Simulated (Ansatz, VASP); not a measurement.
## One calculation of Te, two programs

The input INCAR:

```
PREC     = Accurate       # precision mode
ENCUT    = 520            # plane-wave cutoff, eV
EDIFF    = 1E-7           # SCF threshold, eV
ISMEAR   = -1             # smearing method
SIGMA    = 0.02           # smearing width, eV
LREAL    = F              # projectors in reciprocal space
LASPH    = T              # aspherical terms in the spheres
NELM     = 150            # most SCF steps
ALGO     = Normal         # electronic algorithm
ISIF     = 2              # what is computed and relaxed
LWAVE    = F              # write WAVECAR
LCHARG   = F              # write CHGCAR
MAGMOM   = 0 0 0 0 0 0 0 0 0 # initial moments
LORBIT   = 11             # projections on sites
LSORBIT  = T              # spin-orbit coupling
GGA_COMPAT= F            
LORBMOM  = T            
GGA      = PE             # functional
NBANDS   = 31             # bands
```

The input KPOINTS:

```
Automatic mesh
0
Gamma
  6 6 4
```

POSCAR

```
Te
1.0
    4.4710056865      0.0000000000      0.0000000000
   -2.2355028432      3.8720045050      0.0000000000
    0.0000000000      0.0000000000      5.9489928227
Te
3
Direct
    0.2641987639      0.0000000000      0.3333333333
    0.0000000000      0.2641987639      0.6666666667
    0.7358012361      0.7358012361      0.0000000000
```

Input for Ansatz:

```yaml
crystal:
  lattice:
    - [4.4710056865, 0.0, 0.0]
    - [-2.2355028432, 3.872004505, 0.0]
    - [0.0, 0.0, 5.9489928227]
  atoms:
    - { symbol: Te, position: [0.2641987639, 0.0, 0.3333333333] }
    - { symbol: Te, position: [0.0, 0.2641987639, 0.6666666667] }
    - { symbol: Te, position: [0.7358012361, 0.7358012361, 0.0] }
kpoints:
  mp_grid: { grid: [6, 6, 4] }
  band_path:
    path:
      - [0.0, 0.0, 0.0]
      - [0.5, 0.0, 0.0]
      - [0.3333333333, 0.3333333333, 0.0]
      - [0.0, 0.0, 0.5]
      - [0.5, 0.0, 0.5]
      - [0.3333333333, 0.3333333333, 0.5]
      - [0.333333, 0.333333, 0.470052]
    npoints: 1
hamiltonian:
  xc: pbe
scf:
  occupations: { method: fermi_dirac, width: 0.02 }
  n_extra_bands: 8
magnetization:
  noncollinear: true
  spin_orbit: true
output:
  forces: true
  stress: true
  eigenvalues: true
```

Alike in both runs: task single point; functional PBE; k mesh 6 × 6 × 4; occupations fermi-dirac, width 0.02 eV; non-collinear spin, spin-orbit coupling.

|  | VASP | Ansatz |
| --- | --- | --- |
| version | VASP 6.6.1 | Ansatz 0.2.0 |
| potentials or method | VASP PAW PBE potentials, release 64 (Te) | plane waves, PAW |
| plane-wave cutoff (eV) | 520 | 420 |
| valence electrons in the cell | 18 | 48 |

VASP gave:

```
pressure (GPa)                                                : 1.7
traceless stress, the component that is largest in VASP (GPa) : 0.44
rms of the force components (eV/Å)                            : 0.152
```

Question: Which values does Ansatz return?

Answer: Pressure (GPa): 1.7; traceless stress, the component that is largest in VASP (GPa): 0.41; rms of the force components (eV/Å): 0.143.

Atom by atom the forces differ by 0.009 eV/Å (rms over components). VASP's potentials hold 18 valence electrons a cell and Ansatz's 48, so a difference there can come from the potentials and not from the codes.
